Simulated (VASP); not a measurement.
# AlN (P6_3mc) in VASP: further runs

AlN is run at these levels: PBE exchange alone, RPBE+D3(BJ), r2SCAN, BLYP+D4; tasks: single point, relaxation of cell and atoms.

All numbers are computed with VASP 6.6.1; they aren't measurements. Logs are shortened: lines on timing, memory, paths and dates and some standing lists are left out, and cuts for length are marked.

**The experiment to reproduce.**

From “Self-assembly of well-separated AlN nanowires directly on sputtered metallic TiN films”, 2019, arxiv:1910.07391, for a bulk crystal of AlN at 10 K: band gap 6.034 eV (an exciton energy, a little under the gap).

How close the calculation comes is told below.

**1. The cell of the first run**

Symmetry: P6_3mc, No. 186, hexagonal system. The conventional cell has a = 3.154 Å, b = 3.154 Å, c = 5.047 Å, α = 90.00°, β = 90.00°, γ = 120.00°. Al (site symmetry 3m) has 4 N at 1.92 Å within 2.5 Å. Within 2.5 Å of N (site symmetry 3m) lie 4 Al at 1.92 Å.

**2. Single point, PBE exchange alone**

File INCAR:

```
PREC = Accurate
ENCUT = 520
EDIFF = 1E-6
ISMEAR = -1
SIGMA = 0.05
LREAL = F
LASPH = T
NELM = 60
ALGO = Normal
ISIF = 2
LWAVE = F
LCHARG = F
GGA = PE
ALDAC = 0.0
AGGAC = 0.0
NBANDS = 16
```

File KPOINTS:

```
regular mesh
0
Gamma
  10 10 6
```

File POSCAR:

```
AlN
1.0
    3.1539652241      0.0000000000      0.0000000000
   -1.5769826120      2.7314140067      0.0000000000
    0.0000000000      0.0000000000      5.0465469904
Al N
2 2
Direct
    0.6666666667      0.3333333333      0.5000000000
    0.3333333333      0.6666666667      0.0000000000
    0.6666666667      0.3333333333      0.8800000000
    0.3333333333      0.6666666667      0.3800000000
```

Potentials or basis: VASP PAW PBE potentials, release 64 (Al, N).

Run with:

```bash
cat potpaw_PBE.64/Al/POTCAR potpaw_PBE.64/N/POTCAR > POTCAR
mpirun -np 1 vasp_std > vasp.out
```

OUTCAR:

```text
PREC = Accurate
   ENCUT = 520
   EDIFF = 1E-6
   ISMEAR = -1
   LREAL = F
   LASPH = T
   NELM = 60
   ISIF = 2
   GGA = PE

 ion  position               nearest neighbor table
   1  0.667  0.333  0.500-   3 1.92   4 1.92   4 1.92   4 1.92   2 3.11   2 3.11   2 3.11   2 3.11
                             2 3.11   2 3.11
   2  0.333  0.667  0.000-   4 1.92   3 1.92   3 1.92   3 1.92   1 3.11   1 3.11   1 3.11   1 3.11
                             1 3.11   1 3.11
   3  0.667  0.333  0.880-   1 1.92   2 1.92   2 1.92   2 1.92
   4  0.333  0.667  0.380-   2 1.92   1 1.92   1 1.92   1 1.92

  LATTYP: Found a hexagonal cell.
 ALAT       =     3.1539652241
 C/A-ratio  =     1.6000642467

  Lattice vectors:

 A1 = (   3.1539652241,   0.0000000000,   0.0000000000)
 A2 = (  -1.5769826120,   2.7314140067,   0.0000000000)
 A3 = (   0.0000000000,   0.0000000000,   5.0465469904)

Analysis of symmetry for initial positions (statically):
=====================================================================
 Subroutine PRICEL returns:
 Original cell was already a primitive cell.

 Routine SETGRP: Setting up the symmetry group for a
 hexagonal supercell.

 Subroutine GETGRP returns: Found 12 space group operations
 (whereof  6 operations were pure point group operations)
 out of a pool of 24 trial point group operations.

The static configuration has the point symmetry C_3v.
 The point group associated with its full space group is C_6v.

Analysis of symmetry for dynamics (positions and initial velocities):
=====================================================================
 Subroutine PRICEL returns:
 Original cell was already a primitive cell.

 Routine SETGRP: Setting up the symmetry group for a
 hexagonal supercell.

 Subroutine GETGRP returns: Found 12 space group operations
 (whereof  6 operations were pure point group operations)
 out of a pool of 24 trial point group operations.

The dynamic configuration has the point symmetry C_3v.
 The point group associated with its full space group is C_6v.

 Subroutine INISYM returns: Found 12 space group operations
 (whereof  6 operations are pure point group operations),
 and found     1 'primitive' translations

----------------------------------------------------------------------------------------

                                     Primitive cell

  volume of cell :      43.4749

  direct lattice vectors                    reciprocal lattice vectors
     3.153965224  0.000000000  0.000000000     0.317061200  0.183055369  0.000000000
    -1.576982612  2.731414007  0.000000000     0.000000000  0.366110739  0.000000000
     0.000000000  0.000000000  5.046546990     0.000000000  0.000000000  0.198155293

  length of vectors
     3.153965224  3.153965224  5.046546990     0.366110739  0.366110739  0.198155293

  position of ions in fractional coordinates (direct lattice)
     0.666666667  0.333333333  0.500000000
     0.333333333  0.666666667  0.000000000
     0.666666667  0.333333333  0.880000000
     0.333333333  0.666666667  0.380000000

  ion indices of the primitive-cell ions
   primitive index   ion index
                 1           1
                 2           2
                 3           3
                 4           4

----------------------------------------------------------------------------------------

 KPOINTS: regular mesh

Automatic generation of k-mesh.
 Grid dimensions read from file:
 generate k-points for:   10   10    6

 Generating k-lattice:

  Cartesian coordinates                     Fractional coordinates (reciprocal lattice)
     0.031706120  0.018305537  0.000000000     0.100000000  0.000000000  0.000000000
     0.000000000  0.036611074  0.000000000     0.000000000  0.100000000  0.000000000
     0.000000000  0.000000000  0.033025882     0.000000000  0.000000000  0.166666667

  Length of vectors
     0.036611074  0.036611074  0.033025882

  Shift w.r.t. Gamma in fractional coordinates (k-lattice)
     0.000000000  0.000000000  0.000000000

 Subroutine IBZKPT returns following result:
 ===========================================

 Found     56 irreducible k-points:

 Following reciprocal coordinates:
            Coordinates               Weight
  0.000000  0.000000  0.000000      1.000000
  0.100000  0.000000  0.000000      6.000000
  0.200000  0.000000  0.000000      6.000000
  0.300000  0.000000  0.000000      6.000000
  0.400000  0.000000  0.000000      6.000000
  0.500000  0.000000  0.000000      3.000000
[... 16 lines left out ...]
  0.300000  0.100000  0.166667     24.000000
  0.400000  0.100000  0.166667     24.000000
 [... further k-points ...]
   k-points           NKPTS =     56   k-points in BZ     NKDIM =     56   number of bands    NBANDS=     16
   number of dos      NEDOS =    301   number of ions     NIONS =      4
   total plane-waves  NPLWV =  23040
   dimension x,y,z NGX =    24 NGY =   24 NGZ =   40
   dimension x,y,z NGXF=    48 NGYF=   48 NGZF=   80
   ions per type =               2   2
   NGX,Y,Z   is equivalent  to a cutoff of  12.65, 12.65, 13.18 a.u.
   NGXF,Y,Z  is equivalent  to a cutoff of  25.30, 25.30, 26.35 a.u.
 SYSTEM =  unknown system
   PREC   = accura    normal or accurate (medium, high low for compatibility)
   ISTART =      0    job   : 0-new  1-cont  2-samecut
   ICHARG =      2    charge: 1-file 2-atom 10-const
   ISPIN  =      1    spin polarized calculation?
   LNONCOLLINEAR =      F non collinear calculations
   LSORBIT =      F    spin-orbit coupling
   LASPH  =      T    aspherical Exc in radial PAW
   ENCUT  =  520.0 eV  38.22 Ry    6.18 a.u.   5.86  5.86  9.38*2*pi/ulx,y,z
   NELM   =     60;   NELMIN=  2; NELMDL= -5     # of ELM steps
   EDIFF  = 0.1E-05   stopping-criterion for ELM
   LREAL  =      F    real-space projection
   EDIFFG = 0.1E-04   stopping-criterion for IOM
   NSW    =      0    number of steps for IOM
   IBRION =     -1    ionic relax: 0-MD 1-quasi-New 2-CG
   NFREE  =      0    steps in history (QN), initial steepest desc. (CG)
   ISIF   =      2    stress and relaxation
   ISYM   =      2    0-nonsym 1-usesym 2-fastsym
   POTIM  = 0.5000    time-step for ionic-motion
   TEBEG  =    0.0;   TEEND  =   0.0 temperature during run
   PSTRESS=    0.0 pullay stress
   NELECT =      16.0000    total number of electrons
   NUPDOWN=      -1.0000    fix difference up-down
   EMIN   =  10.00;   EMAX   =-10.00  energy-range for DOS
   EFERMI =   0.00;   METHOD = LEGACY
   ISMEAR =    -1;   SIGMA  =   0.05  broadening in eV -4-tet -1-fermi 0-gaus
   EFERMI_NEDOS =   21; number of points for ismear=-14 and -15
   IALGO  =     38    algorithm
   IMIX   =      4    mixing-type and parameters
     AMIX     =   0.40;   BMIX     =  1.00
     AMIX_MAG =   1.60;   BMIX_MAG =  1.00
  volume/ion in A,a.u.               =      10.87        73.35
  Fermi-wavevector in a.u.,A,eV,Ry     =   1.173191  2.217009 18.726735  1.376376
  Thomas-Fermi vector in A             =   2.309608
   LORBIT       =      0    0 simple, 1 ext, 2 COOP (PROOUT), +10 PAW based schemes
   GGA     = PE    functional components
   LHFCALC =     F    Hartree Fock is set to
   AEXX    =    0.0000 exact exchange contribution
   IVDW    =     0    specifies the selected vdW correction
   LEPSILON=     F    determine dielectric tensor
   LRPA    =     F    only Hartree local field effects (RPA)
 non-spin polarized calculation
  energy-cutoff  :      520.00
  volume of cell :       43.47
 maximum number of plane-waves:      1194
 NGX is ok and might be reduce to    24
   NGX = 11   NGY = 11   NGZ = 19

 number of electron      16.0000000 magnetization

 Free energy of the ion-electron system (eV)
  ---------------------------------------------------
  ext. energy  EPLUGINS =         0.00000000
  ---------------------------------------------------
  free energy    TOTEN  =       -24.22158414 eV

  energy without entropy =      -24.22158414  energy(sigma->0) =      -24.22158414

 E-fermi :   8.2994     XC(G=0):  -8.9961

 val. band max:        7.2856770489   @ k =   0.0000   0.0000   0.0000
 cond. band min:      11.4635125411   @ k =   0.0000   0.0000   0.0000
 fundamental gap:      4.1778354922
 Fermi energy:         8.2993541176

 k-point     1 :       0.0000    0.0000    0.0000
  band No.  band energies     occupation
      1      -7.5640      2.00000
      2      -5.5653      2.00000
      3       1.6060      2.00000
      4       6.4814      2.00000
      5       6.4814      2.00000
      6       7.1154      2.00000
[... 8 lines left out ...]
     15      20.1570      0.00000
     16      20.1570      0.00000

 k-point     2 :       0.1000    0.0000    0.0000
  band No.  band energies     occupation
      1      -7.4441      2.00000
      2      -5.4985      2.00000
      3       1.7498      2.00000
      4       5.9290      2.00000
      5       6.3268      2.00000
      6       6.5679      2.00000
[... 8 lines left out ...]
     15      20.1891      0.00000
     16      20.2360      0.00000

 k-point     3 :       0.2000    0.0000    0.0000
  band No.  band energies     occupation
      1      -7.1008      2.00000
      2      -5.3250      2.00000
      3       2.1691      2.00000
      4       4.6853      2.00000
      5       5.4973      2.00000
      6       5.9881      2.00000
[... 8 lines left out ...]
     15      19.2863      0.00000
     16      19.9640      0.00000

 k-point     4 :       0.3000    0.0000    0.0000
  band No.  band energies     occupation
      1      -6.5903      2.00000
      2      -5.1299      2.00000
      3       2.8137      2.00000
      4       3.4030      2.00000
      5       4.4240      2.00000
      6       5.6409      2.00000
[... 8 lines left out ...]
     15      19.1074      0.00000
     16      21.0423      0.00000
[... 324 lines left out ...]
 k-point    22 :       0.2000    0.1000    0.1667
  band No.  band energies     occupation
      1      -6.6965      2.00000
      2      -5.3259      2.00000
      3       2.6661      2.00000
      4       4.1618      2.00000
      5       4.5841      2.00000
      6       5.7232      2.00000
[... 8 lines left out ...]
     15      19.4500      0.00000
     16      20.8103      0.00000

 k-point    23 :       0.3000    0.1000    0.1667
  band No.  band energies     occupation
      1      -6.1694      2.00000
      2      -5.1378      2.00000
      3       2.6216      2.00000
      4       3.4275      2.00000
      5       4.1528      2.00000
      6       5.2764      2.00000
[... 8 lines left out ...]
     15      19.4737      0.00000
     16      21.4485      0.00000

 k-point    24 :       0.4000    0.1000    0.1667
  band No.  band energies     occupation
      1      -5.7168      2.00000
      2      -5.0998      2.00000
      3       2.1511      2.00000
      4       3.0870      2.00000
      5       4.3830      2.00000
      6       5.1151      2.00000
[... 8 lines left out ...]
     15      19.8102      0.00000
     16      21.8962      0.00000

 [... further k-points ...]
[... 5 lines left out ...]
  --------------------------------------------------------------------------------------
  -------------------------------------------------------------------------------------
  Total        2.4138407      2.4138407      3.0672258      0.0000000      0.0000000      0.0000000
  in kB       88.9570614     88.9570614    113.0362075      0.0000000      0.0000000      0.0000000
  external PRESSURE =      96.9834434 kB  Pullay stress =       0.0000000 kB

 VOLUME and BASIS-vectors are now :
 -----------------------------------------------------------------------------
  energy-cutoff  :      520.00
  volume of cell :       43.47
      direct lattice vectors                 reciprocal lattice vectors
     3.153965224  0.000000000  0.000000000     0.317061200  0.183055369  0.000000000
    -1.576982612  2.731414007  0.000000000     0.000000000  0.366110739  0.000000000
     0.000000000  0.000000000  5.046546990     0.000000000  0.000000000  0.198155293

 POSITION                                       TOTAL-FORCE (eV/Angst)
 -----------------------------------------------------------------------------------
      1.57698      0.91047      2.52327         0.000000     -0.000000     -0.095211
     -0.00000      1.82094      0.00000        -0.000000      0.000000     -0.095211
      1.57698      0.91047      4.44096        -0.000000     -0.000000      0.095211
     -0.00000      1.82094      1.91769         0.000000      0.000000      0.095211
 -----------------------------------------------------------------------------------
    total drift:                               -0.000000      0.000000      0.000065

  FREE ENERGIE OF THE ION-ELECTRON SYSTEM (eV)
  ---------------------------------------------------
  free  energy   TOTEN  =       -24.2215841366 eV

  energy  without entropy=      -24.2215841366  energy(sigma->0) =      -24.22158414
```

Wall time 12 s (1 thread of Intel Xeon 6975P-C (Granite Rapids), shared host); peak memory 0.16 GiB.

What came out:

- Free energy: -24.2216 eV
- Pressure: 9.7 GPa
- Largest force: 0.095 eV/Å
- Band gap on the k mesh: 4.18 eV

Forces in eV/Å, atoms in the order of the input:
```
Al   0.000  0.000 -0.095
Al   0.000  0.000 -0.095
N    0.000  0.000  0.095
N    0.000  0.000  0.095
```

Levels at points of the mesh, in eV from the valence-band top:
| k point | band 6 | band 7 | band 8 | band 9 | band 10 | band 11 |
| --- | --- | --- | --- | --- | --- | --- |
| (0.00, 0.00, 0.00) | -0.17 | -0.17 | 0.00 | 4.18 | 6.53 | 10.56 |
| (0.50, 0.00, 0.00) | -1.98 | -1.65 | -0.64 | 5.97 | 6.01 | 8.06 |
| (0.00, 0.00, 0.50) | -0.50 | -0.50 | -0.50 | 6.37 | 6.37 | 10.23 |
| (0.50, 0.00, 0.50) | -1.38 | -1.29 | -1.29 | 5.48 | 5.48 | 9.24 |

Caveat: the cell stands under pressure. A k mesh can miss the band edges.

[end of part 1 of 3]
